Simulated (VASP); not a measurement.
ScB2, 3 atoms in the cell. The structure is hexagonal, space group P6/mmm (No. 191). The conventional cell has a = 3.150 Å, b = 3.150 Å, c = 3.520 Å, α = 90.00°, β = 90.00°, γ = 120.00°. Sc (site symmetry 6/mmm) has 12 B at 2.53 Å and 6 Sc at 3.15 Å within 3.3 Å. Within 2.4 Å of B (site symmetry -6m2) lie 3 B at 1.82 Å. 

```yaml
Program: VASP 6.6.1
Task: single point
Functional: r2SCAN
Potentials_or_basis: VASP PAW PBE potentials, release 64 (Sc_sv, B)
Cutoff: 520 eV
k_mesh: 12 × 12 × 10
Occupations: fermi-dirac, width 0.1 eV
Spin: no spin polarisation
Dipole_correction: no
Further_INCAR_settings: ALGO = Normal; EDIFF = 1e-06; NBANDS = 16
```

Potentials or basis: VASP PAW PBE potentials, release 64 (Sc_sv, B).

The run is started by

```console
$ cat potpaw_PBE.64/Sc_sv/POTCAR potpaw_PBE.64/B/POTCAR > POTCAR
$ cp INCAR.step1 INCAR
$ mpirun -np 1 vasp_std > vasp.out
$ cp INCAR.step2 INCAR
$ mpirun -np 1 vasp_std > vasp.out
```

Hardware: 1 thread of Intel Xeon 8259CL, with other jobs on the host.

**Question.** How long does it take, and how much memory?

**Answer.** It took 3.4 min on 1 thread of Intel Xeon 8259CL, with other jobs on the host, peak memory 0.19 GiB. Counts: k points 114.
